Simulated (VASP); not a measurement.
# ZnSe (F-43m) in VASP: vibrations by perturbation theory with PBE

Aim: the vibrations by perturbation theory of ZnSe with PBE.

Program: VASP 6.6.1. These are calculated values, not measurements. Logs are shortened: lines on timing, memory, paths and dates and some standing lists are left out, and cuts for length are marked.

## 1. The cell of the first run

The structure is cubic, space group F-43m (No. 216). Conventional cell: a = 5.732 Å, b = 5.732 Å, c = 5.732 Å, α = 90.00°, β = 90.00°, γ = 90.00°. Within 3.3 Å of Zn (site symmetry -43m) lie 4 Se at 2.48 Å. Within 3.3 Å of Se (site symmetry -43m) lie 4 Zn at 2.48 Å.

## 2. Vibrations by perturbation theory, PBE

INCAR reads:

```
  ALGO = Normal
  EDIFF = 1E-8
  ENCUT = 520
  GGA = PE
  IBRION = 8
  ISIF = 2
  ISMEAR = 0
  LASPH = True
  LCHARG = False
  LEPSILON = True
  LREAL = False
  LWAVE = False
  NBANDS = 16
  NELM = 80
  NSW = 1
  PREC = Accurate
  SIGMA = 0.01
```

KPOINTS reads:

```
k-points
0
Gamma
  8 8 8
```

POSCAR reads:

```
ZnSe
1.0
    0.0000000000      2.8658805321      2.8658805321
    2.8658805321      0.0000000000      2.8658805321
    2.8658805321      2.8658805321      0.0000000000
Zn Se
1 1
Direct
    0.0000000000      0.0000000000      0.0000000000
    0.2500000000      0.2500000000      0.2500000000
```

Potentials or basis: VASP PAW PBE potentials, release 64 (Zn, Se).

On the command line:

```sh
$ cat potpaw_PBE.64/Zn/POTCAR potpaw_PBE.64/Se/POTCAR > POTCAR
$ mpirun -np 1 vasp_std > vasp.out
```

OUTCAR:

```text
EDIFF = 1E-8
   ENCUT = 520
   GGA = PE
   IBRION = 8
   ISIF = 2
   ISMEAR = 0
   LASPH = True
   LEPSILON = True
   LREAL = False
   NELM = 80
   NSW = 1
   PREC = Accurate

 ion  position               nearest neighbor table
   1  0.000  0.000  0.000-   2 2.48   2 2.48   2 2.48   2 2.48
   2  0.250  0.250  0.250-   1 2.48   1 2.48   1 2.48   1 2.48

  LATTYP: Found a face centered cubic cell.
 ALAT       =     5.7317610642

  Lattice vectors:

 A1 = (   0.0000000000,   2.8658805321,   2.8658805321)
 A2 = (   2.8658805321,   0.0000000000,   2.8658805321)
 A3 = (   2.8658805321,   2.8658805321,   0.0000000000)

Analysis of symmetry for initial positions (statically):
=====================================================================
 Subroutine PRICEL returns:
 Original cell was already a primitive cell.

 Routine SETGRP: Setting up the symmetry group for a
 face centered cubic supercell.

 Subroutine GETGRP returns: Found 24 space group operations
 (whereof 24 operations were pure point group operations)
 out of a pool of 48 trial point group operations.

The static configuration has the point symmetry T_d .

Analysis of symmetry for dynamics (positions and initial velocities):
=====================================================================
 Subroutine PRICEL returns:
 Original cell was already a primitive cell.

 Routine SETGRP: Setting up the symmetry group for a
 face centered cubic supercell.

 Subroutine GETGRP returns: Found 24 space group operations
 (whereof 24 operations were pure point group operations)
 out of a pool of 48 trial point group operations.

The dynamic configuration has the point symmetry T_d .

 Subroutine INISYM returns: Found 24 space group operations
 (whereof 24 operations are pure point group operations),
 and found     1 'primitive' translations

----------------------------------------------------------------------------------------

                                     Primitive cell

  volume of cell :      47.0765

  direct lattice vectors                    reciprocal lattice vectors
     0.000000000  2.865880532  2.865880532    -0.174466449  0.174466449  0.174466449
     2.865880532  0.000000000  2.865880532     0.174466449 -0.174466449  0.174466449
     2.865880532  2.865880532  0.000000000     0.174466449  0.174466449 -0.174466449

  length of vectors
     4.052967117  4.052967117  4.052967117     0.302184754  0.302184754  0.302184754

  position of ions in fractional coordinates (direct lattice)
     0.000000000  0.000000000  0.000000000
     0.250000000  0.250000000  0.250000000

  ion indices of the primitive-cell ions
   primitive index   ion index
                 1           1
                 2           2

----------------------------------------------------------------------------------------

 KPOINTS: k-points

Automatic generation of k-mesh.
 Grid dimensions read from file:
 generate k-points for:    8    8    8

 Generating k-lattice:

  Cartesian coordinates                     Fractional coordinates (reciprocal lattice)
    -0.021808306  0.021808306  0.021808306     0.125000000  0.000000000  0.000000000
     0.021808306 -0.021808306  0.021808306     0.000000000  0.125000000  0.000000000
[... 604 lines left out ...]
  ---------------------------------------------------
  free energy    TOTEN  =        -0.99424935 eV

  energy without entropy =       -0.99424935

------------------------ aborting loop because EDIFF is reached ----------------------------------------

--------------------------------------- Ionic step        2  -------------------------------------------

------------------------ aborting loop because EDIFF is reached ----------------------------------------

--------------------------------------- Ionic step        3  -------------------------------------------

------------------------ aborting loop because EDIFF is reached ----------------------------------------

 PIEZOELECTRIC TENSOR FIELD DIRECTION 3  (e Angst)
 -----------------------------------------------------------------------------
    -0.00052 -2.14042  0.00000           (  0.00000  0.03572  0.00000)
    -2.14042 -0.00052  0.00000           (  0.03572  0.00000  0.00000)
     0.00000  0.00000 -0.00084           (  0.00000  0.00000 -0.00000)

 PIEZOELECTRIC TENSOR FIELD DIRECTION 3  (C/m^2)
 -----------------------------------------------------------------------------
    -0.00018 -0.72846  0.00000
    -0.72846 -0.00018  0.00000
     0.00000  0.00000 -0.00029

--------------------------------------- Ionic step        4  -------------------------------------------

------------------------ aborting loop because EDIFF is reached ----------------------------------------

[... ionic steps 5 to 6 ...]

--------------------------------------- Ionic step        7  -------------------------------------------

 Free energy of the ion-electron system (eV)
  ---------------------------------------------------
  ---------------------------------------------------
  free energy    TOTEN  =        -0.08273084 eV

  energy without entropy =       -0.08273084

------------------------ aborting loop because EDIFF is reached ----------------------------------------

 INTERNAL STRAIN TENSOR  FOR ION    2  DIRECTION 1   (eV/Angst):
 -----------------------------------------------------------------------------
     0.01029  0.00000  0.00000
     0.00000  0.00039 -4.53829
     0.00000 -4.53829  0.00039

 MACROSCOPIC STATIC DIELECTRIC TENSOR (including local field effects in DFT)
 ------------------------------------------------------
           8.049725    -0.000000    -0.000000
          -0.000000     8.049725    -0.000000
           0.000000    -0.000000     8.049725
 ------------------------------------------------------

 PIEZOELECTRIC TENSOR (including local field effects)  for field in x, y, z        (e  Angst)
          XX          YY          ZZ          XY          YZ          ZX
  --------------------------------------------------------------------------------
  x     0.00000     0.00000     0.00000    -0.00000    -2.15584    -0.00000
  y    -0.00000     0.00000    -0.00000    -0.00000    -0.00000    -2.15584
  z    -0.00000     0.00000     0.00000    -2.15584    -0.00000    -0.00000

 PIEZOELECTRIC TENSOR (including local field effects)  for field in x, y, z        (C/m^2)
          XX          YY          ZZ          XY          YZ          ZX
  --------------------------------------------------------------------------------
  x     0.00000     0.00000     0.00000    -0.00000    -0.73371    -0.00000
  y    -0.00000     0.00000    -0.00000    -0.00000    -0.00000    -0.73371
  z    -0.00000     0.00000     0.00000    -0.73371    -0.00000    -0.00000

 BORN EFFECTIVE CHARGES (including local field effects) (in |e|, cummulative output)
 ---------------------------------------------------------------------------------
 ion    1
    1     2.14195    -0.00000     0.00000
    2     0.00000     2.14195     0.00000
    3    -0.00000    -0.00000     2.14195
 ion    2
    1    -2.14195     0.00000    -0.00000
    2    -0.00000    -2.14195    -0.00000
    3     0.00000     0.00000    -2.14195

 INTERNAL STRAIN TENSOR FOR ION    2 for displacements in x,y,z  (eV/Angst):
          X           Y           Z          XY          YZ          ZX
  --------------------------------------------------------------------------------
  x    -0.00000     0.00000     0.00000     0.00000    -4.53829     0.00000
  y     0.00000     0.00000     0.00000     0.00000     0.00000    -4.53829
  z     0.00000     0.00000    -0.00000    -4.53829     0.00000     0.00000

 SECOND DERIVATIVES (NOT SYMMETRIZED)
 ------------------------------------
               1X          1Y          1Z          2X          2Y          2Z
  1X    -5.124082    0.000000    0.000000    5.124082    0.000000    0.000000
  1Y     0.000000   -5.124082    0.000000    0.000000    5.124082    0.000000
  1Z     0.000000    0.000000   -5.124082    0.000000    0.000000    5.124082
  2X     5.081054    0.000000    0.000000   -5.081054    0.000000    0.000000
  2Y     0.000000    5.081054    0.000000    0.000000   -5.081054    0.000000
  2Z     0.000000    0.000000    5.081054    0.000000    0.000000   -5.081054

 Eigenvectors and eigenvalues of the dynamical matrix
 ----------------------------------------------------

   1 f  =    5.905835 THz    37.107454 2PiTHz  196.997442 cm-1    24.424559 meV
             X         Y         Z           dx          dy          dz
      0.000000  0.000000  0.000000     0.000000    0.741007    0.000000
      1.432940  1.432940  1.432940     0.000000   -0.671497    0.000000
[... 21 lines left out ...]
   6 f/i=    0.012390 THz     0.077850 2PiTHz    0.413293 cm-1     0.051242 meV
             X         Y         Z           dx          dy          dz
      0.000000  0.000000  0.000000     0.000000    0.000000   -0.671497
      1.432940  1.432940  1.432940     0.000000    0.000000   -0.741007

--------------------------------------------------------------------------------------------------------

 MACROSCOPIC STATIC DIELECTRIC TENSOR IONIC CONTRIBUTION
 ------------------------------------------------------
           3.456113     0.000000     0.000000
           0.000000     3.456113     0.000000
           0.000000     0.000000     3.456113
 ------------------------------------------------------

 ELASTIC MODULI CONTR FROM IONIC RELAXATION (kBar)
 Direction    XX          YY          ZZ          XY          YZ          ZX
 --------------------------------------------------------------------------------
 XX          -0.0000      0.0000      0.0000     -0.0000      0.0000     -0.0000
 YY           0.0000     -0.0000      0.0000     -0.0000     -0.0000      0.0000
 ZZ           0.0000      0.0000     -0.0000      0.0000     -0.0000     -0.0000
 XY          -0.0000     -0.0000      0.0000   -137.6958      0.0000      0.0000
 YZ           0.0000     -0.0000     -0.0000      0.0000   -137.6958      0.0000
 ZX          -0.0000      0.0000     -0.0000      0.0000      0.0000   -137.6958
 --------------------------------------------------------------------------------

 PIEZOELECTRIC TENSOR IONIC CONTR  for field in x, y, z        (C/m^2)
          XX          YY          ZZ          XY          YZ          ZX
  --------------------------------------------------------------------------------
  x    -0.00000     0.00000     0.00000     0.00000     0.64912    -0.00000
  y     0.00000    -0.00000     0.00000     0.00000     0.00000     0.64912
  z     0.00000     0.00000    -0.00000     0.64912    -0.00000    -0.00000
```

Wall time 11 min (1 thread of Intel Xeon Platinum 8488C (Sapphire Rapids), shared host); peak memory 0.32 GiB.

What came out:

```yaml
Electronic_dielectric_tensor_diagonal: 8.05
Born_charges_mean_of_the_diagonal: Zn +2.14; Se -2.14 e
Highest_phonon_frequency_at_Γ_LO-TO_splitting_left_out: 197 cm⁻¹
```

Phonon frequencies in cm⁻¹ (negative: imaginary):
```
              q point        frequencies
(0.000, 0.000, 0.000)  0 0 0 197 197 197
```

Electronic dielectric tensor:
```
8.05 0.00 0.00
0.00 8.05 0.00
0.00 0.00 8.05
```

Born effective charge tensors (e):
atom 1, Zn
```
2.14 0.00 0.00
0.00 2.14 0.00
0.00 0.00 2.14
```
atom 2, Se
```
-2.14  0.00  0.00
 0.00 -2.14  0.00
 0.00  0.00 -2.14
```
